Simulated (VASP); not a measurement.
# Sn2TeS3 (P-3m1) in VASP: a series of runs

Runs on Sn2TeS3. Level: PBE. Tasks: single point.

Program: VASP 6.6.1. These are calculated values, not measurements. Logs are shortened: lines on timing, memory, paths and dates and some standing lists are left out, and cuts for length are marked.

**1. The cell of the first run**

It takes space group P-3m1 (No. 164, trigonal). The conventional cell has a = 4.176 Å, b = 4.176 Å, c = 9.973 Å, α = 90.00°, β = 90.00°, γ = 120.00°. Sn (site symmetry 3m) has 6 S at 2.82 to 2.98 Å within 3.7 Å. Te (site symmetry -3m) has 6 S at 2.99 Å and 6 Sn at 4.03 Å and 6 Te at 4.18 Å within 4.2 Å. Within 4.2 Å of S (site symmetry -3m) lie 6 Sn at 2.98 Å and 12 S at 4.01 to 4.18 Å. Within 3.7 Å of S (site symmetry 3m) lie 3 Sn at 2.82 Å and 3 Te at 2.99 Å.

The cell was generated, and may not be a known phase.

**2. Single point, PBE**

Input file INCAR:

```
  PREC = Accurate
  ENCUT = 520
  EDIFF = 1E-6
  ISMEAR = 0
  SIGMA = 0.1
  LREAL = False
  LASPH = True
  NELM = 80
  ALGO = Normal
  ISIF = 2
  LWAVE = False
  LCHARG = True
  GGA = PE
  LELF = True
  LVHAR = True
  NBANDS = 35
```

Input file KPOINTS:

```
regular mesh
0
Gamma
  6 6 2
```

Input file POSCAR:

```
Sn2TeS3
1.0
    4.1757836900      0.0000000000      0.0000000000
   -2.0878918500      3.6163347600      0.0000000000
    0.0000000000      0.0000000000      9.9732230100
Sn Te S
2 1 3
Direct
    0.3333333300      0.6666666700      0.6755830000
    0.6666666700      0.3333333300      0.3244170000
    0.0000000000      0.0000000000      0.0000000000
    0.0000000000      0.0000000000      0.5000000000
    0.3333333300      0.6666666700      0.1780850000
    0.6666666700      0.3333333300      0.8219150000
```

Potentials or basis: VASP PAW PBE potentials, release 64 (Sn_d, Te, S).

Run with:

```console
$ cat potpaw_PBE.64/Sn_d/POTCAR potpaw_PBE.64/Te/POTCAR potpaw_PBE.64/S/POTCAR > POTCAR
$ mpirun -np 1 vasp_std > vasp.out
```

OUTCAR:

```text
PREC = Accurate
   ENCUT = 520
   EDIFF = 1E-6
   ISMEAR = 0
   LREAL = False
   LASPH = True
   NELM = 80
   ISIF = 2
   GGA = PE

 ion  position               nearest neighbor table
   1  0.333  0.667  0.676-   6 2.82   6 2.82   6 2.82   4 2.98   4 2.98   4 2.98
   2  0.667  0.333  0.324-   5 2.82   5 2.82   5 2.82   4 2.98   4 2.98   4 2.98
   3  0.000  0.000  0.000-   5 2.99   6 2.99   6 2.99   5 2.99   6 2.99   5 2.99
   4  0.000  0.000  0.500-   1 2.98   2 2.98   2 2.98   1 2.98   2 2.98   1 2.98
   5  0.333  0.667  0.178-   2 2.82   2 2.82   2 2.82   3 2.99   3 2.99   3 2.99
   6  0.667  0.333  0.822-   1 2.82   1 2.82   1 2.82   3 2.99   3 2.99   3 2.99

  LATTYP: Found a hexagonal cell.
 ALAT       =     4.1757836900
 C/A-ratio  =     2.3883476134

  Lattice vectors:

 A1 = (   4.1757836900,   0.0000000000,   0.0000000000)
 A2 = (  -2.0878918500,   3.6163347600,   0.0000000000)
 A3 = (   0.0000000000,   0.0000000000,   9.9732230100)

Analysis of symmetry for initial positions (statically):
=====================================================================
 Subroutine PRICEL returns:
 Original cell was already a primitive cell.

 Routine SETGRP: Setting up the symmetry group for a
 hexagonal supercell.

 Subroutine GETGRP returns: Found 12 space group operations
 (whereof 12 operations were pure point group operations)
 out of a pool of 24 trial point group operations.

The static configuration has the point symmetry D_3d.

Analysis of symmetry for dynamics (positions and initial velocities):
=====================================================================
 Subroutine PRICEL returns:
 Original cell was already a primitive cell.

 Routine SETGRP: Setting up the symmetry group for a
 hexagonal supercell.

 Subroutine GETGRP returns: Found 12 space group operations
 (whereof 12 operations were pure point group operations)
 out of a pool of 24 trial point group operations.

The dynamic configuration has the point symmetry D_3d.

 Subroutine INISYM returns: Found 12 space group operations
 (whereof 12 operations are pure point group operations),
 and found     1 'primitive' translations

----------------------------------------------------------------------------------------

                                     Primitive cell

  volume of cell :     150.6060

  direct lattice vectors                    reciprocal lattice vectors
     4.175783690  0.000000000  0.000000000     0.239476006  0.138261537  0.000000000
    -2.087891850  3.616334760  0.000000000     0.000000000  0.276523073  0.000000000
     0.000000000  0.000000000  9.973223010     0.000000000  0.000000000  0.100268489

  length of vectors
     4.175783690  4.175783696  9.973223010     0.276523073  0.276523073  0.100268489

  position of ions in fractional coordinates (direct lattice)
     0.333333330  0.666666670  0.675583000
     0.666666670  0.333333330  0.324417000
     0.000000000  0.000000000  0.000000000
     0.000000000  0.000000000  0.500000000
     0.333333330  0.666666670  0.178085000
     0.666666670  0.333333330  0.821915000

  ion indices of the primitive-cell ions
   primitive index   ion index
                 1           1
                 2           2
                 3           3
                 4           4
                 5           5
                 6           6

----------------------------------------------------------------------------------------

 KPOINTS: regular mesh

Automatic generation of k-mesh.
 Grid dimensions read from file:
 generate k-points for:    6    6    2

 Generating k-lattice:

  Cartesian coordinates                     Fractional coordinates (reciprocal lattice)
     0.039912668  0.023043589  0.000000000     0.166666667  0.000000000  0.000000000
     0.000000000  0.046087179  0.000000000     0.000000000  0.166666667  0.000000000
     0.000000000  0.000000000  0.050134244     0.000000000  0.000000000  0.500000000

  Length of vectors
     0.046087179  0.046087179  0.050134244

  Shift w.r.t. Gamma in fractional coordinates (k-lattice)
     0.000000000  0.000000000  0.000000000

 Subroutine IBZKPT returns following result:
 ===========================================

 Found     14 irreducible k-points:

 Following reciprocal coordinates:
            Coordinates               Weight
  0.000000  0.000000  0.000000      1.000000
  0.166667 -0.000000  0.000000      6.000000
  0.333333 -0.000000  0.000000      6.000000
  0.500000 -0.000000  0.000000      3.000000
  0.166667  0.166667  0.000000      6.000000
  0.333333  0.166667  0.000000     12.000000
  0.333333  0.333333  0.000000      2.000000
  0.000000  0.000000  0.500000      1.000000
  0.166667 -0.000000  0.500000      6.000000
  0.333333 -0.000000  0.500000      6.000000
  0.500000 -0.000000  0.500000      3.000000
  0.166667  0.166667  0.500000      6.000000
  0.333333  0.166667  0.500000     12.000000
  0.333333  0.333333  0.500000      2.000000
   k-points           NKPTS =     14   k-points in BZ     NKDIM =     14   number of bands    NBANDS=     35
   number of dos      NEDOS =    301   number of ions     NIONS =      6
   total plane-waves  NPLWV =  81920
   dimension x,y,z NGX =    32 NGY =   32 NGZ =   80
   dimension x,y,z NGXF=    64 NGYF=   64 NGZF=  160
   ions per type =               2   1   3
   NGX,Y,Z   is equivalent  to a cutoff of  12.74, 12.74, 13.34 a.u.
   NGXF,Y,Z  is equivalent  to a cutoff of  25.48, 25.48, 26.67 a.u.
 SYSTEM =  unknown system
   PREC   = accura    normal or accurate (medium, high low for compatibility)
   ISTART =      0    job   : 0-new  1-cont  2-samecut
   ICHARG =      2    charge: 1-file 2-atom 10-const
   ISPIN  =      1    spin polarized calculation?
   LNONCOLLINEAR =      F non collinear calculations
   LSORBIT =      F    spin-orbit coupling
   LASPH  =      T    aspherical Exc in radial PAW
   ENCUT  =  520.0 eV  38.22 Ry    6.18 a.u.   7.76  7.76 18.54*2*pi/ulx,y,z
   NELM   =     80;   NELMIN=  2; NELMDL= -5     # of ELM steps
   EDIFF  = 0.1E-05   stopping-criterion for ELM
   LREAL  =      F    real-space projection
   EDIFFG = 0.1E-04   stopping-criterion for IOM
   NSW    =      0    number of steps for IOM
   IBRION =     -1    ionic relax: 0-MD 1-quasi-New 2-CG
   NFREE  =      0    steps in history (QN), initial steepest desc. (CG)
   ISIF   =      2    stress and relaxation
   ISYM   =      2    0-nonsym 1-usesym 2-fastsym
   POTIM  = 0.5000    time-step for ionic-motion
   TEBEG  =    0.0;   TEEND  =   0.0 temperature during run
   PSTRESS=    0.0 pullay stress
   NELECT =      52.0000    total number of electrons
   NUPDOWN=      -1.0000    fix difference up-down
   EMIN   =  10.00;   EMAX   =-10.00  energy-range for DOS
   EFERMI =   0.00;   METHOD = LEGACY
   ISMEAR =     0;   SIGMA  =   0.10  broadening in eV -4-tet -1-fermi 0-gaus
   EFERMI_NEDOS =   21; number of points for ismear=-14 and -15
   IALGO  =     38    algorithm
   IMIX   =      4    mixing-type and parameters
     AMIX     =   0.40;   BMIX     =  1.00
     AMIX_MAG =   1.60;   BMIX_MAG =  1.00
  volume/ion in A,a.u.               =      25.10       169.39
  Fermi-wavevector in a.u.,A,eV,Ry     =   1.148494  2.170338 17.946594  1.319037
  Thomas-Fermi vector in A             =   2.285168
   LORBIT       =      0    0 simple, 1 ext, 2 COOP (PROOUT), +10 PAW based schemes
   GGA     = PE    functional components
   LHFCALC =     F    Hartree Fock is set to
   AEXX    =    0.0000 exact exchange contribution
   IVDW    =     0    specifies the selected vdW correction
   LEPSILON=     F    determine dielectric tensor
   LRPA    =     F    only Hartree local field effects (RPA)
 non-spin polarized calculation
 Gauss-broadening in eV      SIGMA  =   0.10
  energy-cutoff  :      520.00
  volume of cell :      150.61
 maximum number of plane-waves:      4092
 NGX is ok and might be reduce to    32
   NGX = 15   NGY = 15   NGZ = 37

 number of electron      51.9999993 magnetization

 Free energy of the ion-electron system (eV)
  ---------------------------------------------------
  ext. energy  EPLUGINS =         0.00000000
  ---------------------------------------------------
  free energy    TOTEN  =       -23.55861855 eV

  energy without entropy =      -23.52847641  energy(sigma->0) =      -23.54354748

 E-fermi :   6.3378     XC(G=0):  -9.7105

 val. band max:        6.3287506597   @ k =   0.3333   0.3333   0.5000
 cond. band min:       6.3544909124   @ k =   0.3333   0.1667   0.5000
 fundamental gap:      0.0257402526
 Fermi energy:         6.3377768999

 k-point     1 :       0.0000    0.0000    0.0000
  band No.  band energies     occupation
      1     -15.4044      2.00000
      2     -15.4027      2.00000
      3     -15.3899      2.00000
      4     -15.3899      2.00000
      5     -15.3879      2.00000
      6     -15.3879      2.00000
[... 27 lines left out ...]
     34      10.2166      0.00000
     35      11.9518      0.00000

 k-point     2 :       0.1667   -0.0000    0.0000
  band No.  band energies     occupation
      1     -15.4025      2.00000
      2     -15.4006      2.00000
      3     -15.3951      2.00000
      4     -15.3915      2.00000
      5     -15.3911      2.00000
      6     -15.3871      2.00000
[... 27 lines left out ...]
     34       9.8806      0.00000
     35      11.6149      0.00000

 k-point     3 :       0.3333   -0.0000    0.0000
  band No.  band energies     occupation
      1     -15.4068      2.00000
      2     -15.4022      2.00000
      3     -15.3979      2.00000
      4     -15.3938      2.00000
      5     -15.3928      2.00000
      6     -15.3868      2.00000
[... 27 lines left out ...]
     34      10.4793      0.00000
     35      10.7654      0.00000
[... 343 lines left out ...]
 k-point    13 :       0.3333    0.1667    0.5000
  band No.  band energies     occupation
      1     -15.4086      2.00000
      2     -15.4032      2.00000
      3     -15.3976      2.00000
      4     -15.3948      2.00000
      5     -15.3915      2.00000
      6     -15.3886      2.00000
[... 27 lines left out ...]
     34      10.9043      0.00000
     35      11.5542      0.00000

 k-point    14 :       0.3333    0.3333    0.5000
  band No.  band energies     occupation
      1     -15.4051      2.00000
      2     -15.4027      2.00000
      3     -15.4027      2.00000
      4     -15.3915      2.00000
      5     -15.3915      2.00000
      6     -15.3907      2.00000
[... 27 lines left out ...]
     34      10.6280      0.00000
     35      12.9721      0.00000

------------------------ aborting loop because EDIFF is reached ----------------------------------------

  FORCE on cell =-STRESS in cart. coord.  units (eV):
  Direction    XX          YY          ZZ          XY          YZ          ZX
  --------------------------------------------------------------------------------------
  -------------------------------------------------------------------------------------
  Total       -0.3786028     -0.3786028     -2.4406459      0.0000000      0.0000000     -0.0000000
  in kB       -4.0276546     -4.0276546    -25.9640962      0.0000000      0.0000000     -0.0000000
  external PRESSURE =     -11.3398018 kB  Pullay stress =       0.0000000 kB

 VOLUME and BASIS-vectors are now :
 -----------------------------------------------------------------------------
  energy-cutoff  :      520.00
  volume of cell :      150.61
      direct lattice vectors                 reciprocal lattice vectors
     4.175783690  0.000000000  0.000000000     0.239476006  0.138261537  0.000000000
    -2.087891850  3.616334760  0.000000000     0.000000000  0.276523073  0.000000000
     0.000000000  0.000000000  9.973223010     0.000000000  0.000000000  0.100268489

 POSITION                                       TOTAL-FORCE (eV/Angst)
 -----------------------------------------------------------------------------------
     -0.00000      2.41089      6.73774         0.000000     -0.000000     -0.185858
      2.08789      1.20544      3.23548        -0.000000      0.000000      0.185858
      0.00000      0.00000      0.00000        -0.000000      0.000000      0.000000
      0.00000      0.00000      4.98661        -0.000000      0.000000      0.000000
     -0.00000      2.41089      1.77608        -0.000000      0.000000     -0.155926
      2.08789      1.20544      8.19714         0.000000     -0.000000      0.155926
 -----------------------------------------------------------------------------------
    total drift:                               -0.000000      0.000000     -0.000000

  FREE ENERGIE OF THE ION-ELECTRON SYSTEM (eV)
  ---------------------------------------------------
  free  energy   TOTEN  =       -23.5586185513 eV

  energy  without entropy=      -23.5284764098  energy(sigma->0) =      -23.54354748
```

Run time: 2.9 min. Hardware: 1 thread of Intel Xeon 8259CL, shared host; peak memory 0.31 GiB.

Results:

| Item | Value |
| --- | --- |
| Free energy | -23.5586 eV |
| Pressure | -1.1 GPa |
| Largest force | 0.186 eV/Å |
| Band gap on the k mesh | zero (bands 26 and 27 overlap by 1.04 eV) |

Forces on the atoms (eV/Å):
```
Sn   0.000  0.000 -0.186
Sn   0.000  0.000  0.186
Te   0.000  0.000  0.000
S    0.000  0.000  0.000
S    0.000  0.000 -0.156
S    0.000  0.000  0.156
```

Levels at points of the mesh, in eV from the Fermi level:
| k point | band 23 | band 24 | band 25 | band 26 | band 27 | band 28 | band 29 | band 30 |
| --- | --- | --- | --- | --- | --- | --- | --- | --- |
| (0.00, 0.00, 0.00) | -2.33 | -1.53 | -1.22 | -0.38 | -0.38 | 0.68 | 0.72 | 1.94 |
| (0.50, 0.00, 0.00) | -2.87 | -2.02 | -1.98 | 0.16 | 0.20 | 1.44 | 1.68 | 2.65 |
| (0.00, 0.00, 0.50) | -2.31 | -2.10 | -0.49 | -0.47 | -0.47 | -0.35 | 1.90 | 2.53 |
| (0.50, 0.00, 0.50) | -2.42 | -2.39 | -0.80 | -0.22 | -0.06 | 0.21 | 2.79 | 2.80 |

Caveat: spin-orbit coupling is left out, which moves the levels of the heavy elements.

**3. Single point, PBE**

This run uses another cell than the first one, of 24.21 Å³/atom.

Input file INCAR:

```
PREC = Accurate
ENCUT = 520
EDIFF = 1E-7
ISMEAR = 0
SIGMA = 0.1
LREAL = F
LASPH = T
NELM = 100
ALGO = Normal
ISIF = 2
LWAVE = F
LCHARG = T
GGA = PE
LELF = T
LVHAR = T
NBANDS = 35
```

Input file KPOINTS:

```
Automatic mesh
0
Gamma
  12 12 4
```

Input file POSCAR:

```
Sn2TeS3
1.0
    4.3244618983      0.0000000030      0.0000000000
   -2.1622309517      3.7450938601      0.0000000000
    0.0000000000      0.0000000000      8.9681028004
Sn Te S
2 1 3
Direct
    0.3333333333      0.6666666667      0.6734860970
    0.6666666667      0.3333333333      0.3265139030
    0.0000000000      0.0000000000      0.0000000000
    0.0000000000      0.0000000000      0.5000000000
    0.3333333333      0.6666666667      0.1608728265
    0.6666666667      0.3333333333      0.8391271735
```

Potentials or basis: VASP PAW PBE potentials, release 64 (Sn_d, Te, S).

Run with:

```console
$ cat potpaw_PBE.64/Sn_d/POTCAR potpaw_PBE.64/Te/POTCAR potpaw_PBE.64/S/POTCAR > POTCAR
$ mpirun -np 1 vasp_std > vasp.out
```

Wall time 8.7 min (1 thread of Intel Xeon 8259CL, shared host); peak memory 0.46 GiB.

The run converged. Its results:

- Free energy: -23.7619 eV
- Pressure: -0.1 GPa
- Largest force: 0.009 eV/Å
- Band gap on the k mesh: zero (bands 26 and 27 overlap by 1.71 eV)

Forces on the atoms (eV/Å):
```
Sn   0.000  0.000  0.000
Sn   0.000  0.000  0.000
Te   0.000  0.000  0.000
S    0.000  0.000  0.000
S    0.000  0.000 -0.009
S    0.000  0.000  0.009
```

Levels at points of the mesh, in eV from the Fermi level:
```csv
k point,band 23,band 24,band 25,band 26,band 27,band 28,band 29,band 30
"(0.00, 0.00, 0.00)",-2.47,-1.91,-1.88,-0.74,-0.74,-0.12,0.29,1.24
"(0.50, 0.00, 0.00)",-3.47,-2.13,-2.13,0.53,0.63,1.48,1.97,2.41
"(0.00, 0.00, 0.50)",-2.43,-2.21,-1.39,-0.95,-0.95,-0.87,1.62,2.14
"(0.50, 0.00, 0.50)",-2.66,-2.25,-0.92,-0.01,0.05,1.03,2.53,2.96
```

Caveat: spin-orbit coupling is left out, which moves the levels of the heavy elements.

The gap in the log of VASP goes by the Fermi energy; the results here count the filled bands.